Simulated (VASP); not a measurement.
Wanted: the native input for a VASP 6.6.1 run.

* Task: single point
* Functional: LDA
* Potentials or basis: VASP PAW LDA potentials, release 64 (Si, O)
* Cutoff: 520 eV
* k mesh: 6 × 6 × 6
* Occupations: fermi-dirac, width 0.02 eV
* Spin: no spin polarisation
* Dipole correction: no
* Further INCAR settings: ALGO = Normal; EDIFF = 1e-06; NBANDS = 34

The structure of SiO2 (Quartz high) lies in POSCAR:

```
SiO2
1.0
    5.0396919377      0.0000000000      0.0000000000
   -2.5198459689      4.3645012453      0.0000000000
    0.0000000000      0.0000000000      5.5264733750
Si O
3 6
Direct
    0.5000000000      0.5000000000      0.3333333333
    0.0000000000      0.5000000000      0.6666666667
    0.5000000000      0.0000000000      0.0000000000
    0.2077706707      0.7922293293      0.8333333333
    0.4155413414      0.2077706707      0.1666666667
    0.2077706707      0.4155413414      0.5000000000
    0.7922293293      0.2077706707      0.8333333333
    0.5844586586      0.7922293293      0.1666666667
    0.7922293293      0.5844586586      0.5000000000
```

The input as run:

INCAR

```
SYSTEM = SiO2
  PREC = Accurate
  ENCUT = 520
  EDIFF = 1E-6
  ISMEAR = -1
  SIGMA = 0.02
  LREAL = .FALSE.
  LASPH = .TRUE.
  NELM = 100
  ALGO = Normal
  ISIF = 2
  LWAVE = .FALSE.
  LCHARG = .FALSE.
  GGA = CA
  NBANDS = 34
```

KPOINTS

```
regular mesh
0
G
  6 6 6
  0 0 0
```

Potentials or basis: VASP PAW LDA potentials, release 64 (Si, O).

Command:

```console
$ cat potpaw_LDA.64/Si/POTCAR potpaw_LDA.64/O/POTCAR > POTCAR
$ mpirun -np 1 vasp_std > vasp.out
```

It gave:

```yaml
Pressure: 0.4 GPa
Band_gap_on_the_k_mesh: 5.49 eV, indirect (least direct gap 5.68 eV)
```

Wall time 66 s on 1 thread of Intel(R) Xeon(R) Platinum 8488C (Sapphire Rapids), on a shared host, peak memory 0.24 GiB.
